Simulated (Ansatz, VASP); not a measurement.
One calculation of C, two programs

The input POSCAR:

```
C
1.0
    0.0000000000      1.7801241411      1.7801241411
    1.7801241411      0.0000000000      1.7801241411
    1.7801241411      1.7801241411      0.0000000000
C
2
Direct
    0.0000000000      0.0000000000      0.0000000000
    0.2500000000      0.2500000000      0.2500000000
```

The input INCAR.step1:

```
SYSTEM = C
PREC = Accurate
ENCUT = 1000
EDIFF = 1E-5
ISMEAR = 0
SIGMA = 0.01
LREAL = .FALSE.
LASPH = .TRUE.
NELM = 120
ALGO = Normal
ISIF = 2
LWAVE = .TRUE.
LCHARG = .FALSE.
GGA = PE
NBANDS = 11
GGA_COMPAT = .FALSE.
```

File INCAR.step2:

```
SYSTEM = C
PREC = Accurate
ENCUT = 1000
EDIFF = 1E-6
ISMEAR = 0
SIGMA = 0.01
LREAL = .FALSE.
LASPH = .TRUE.
NELM = 120
ALGO = Normal
ISIF = 2
LWAVE = .FALSE.
LCHARG = .FALSE.
GGA = PE
LHFCALC = .TRUE.
HFSCREEN = 0.2079
PRECFOCK = Normal
ISTART = 1
NBANDS = 11
GGA_COMPAT = .FALSE.
```

KPOINTS

```
regular mesh
0
G
  6 6 6
  0 0 0
```

Input for Ansatz:

```yaml
crystal:
  lattice:
    - [0.0, 1.7801241411, 1.7801241411]
    - [1.7801241411, 0.0, 1.7801241411]
    - [1.7801241411, 1.7801241411, 0.0]
  atoms:
    - { symbol: C, position: [0.0, 0.0, 0.0] }
    - { symbol: C, position: [0.25, 0.25, 0.25] }
kpoints:
  mp_grid: { grid: [6, 6, 6] }
hamiltonian:
  xc: hse06
scf:
  occupations: { method: fixed }
  n_extra_bands: 4
  exx: { singularity: regularized }
output:
  forces: true
  stress: true
  eigenvalues: true
```

Alike in both runs: task single point; functional HSE06; k mesh 6 × 6 × 6; no spin polarisation.

|  | VASP | Ansatz |
| --- | --- | --- |
| version | VASP 6.6.1 | Ansatz 0.2.0 |
| potentials or method | VASP PAW PBE potentials, release 64 (C_h) | plane waves |
| plane-wave cutoff (eV) | 1000 | 420 |
| occupations | gaussian, width 0.01 eV | fixed |
| valence electrons in the cell | 8 | 8 |

|  | VASP | Ansatz | Ansatz less VASP |
| --- | --- | --- | --- |
| gap on the k mesh at the Fermi level (eV) | 5.34 | 5.34 | +0.003 |

Ansatz's warnings: stress exchange threshold loose, stress scf threshold loose.

The k mesh is coarse, so the values compare programs but aren't converged.
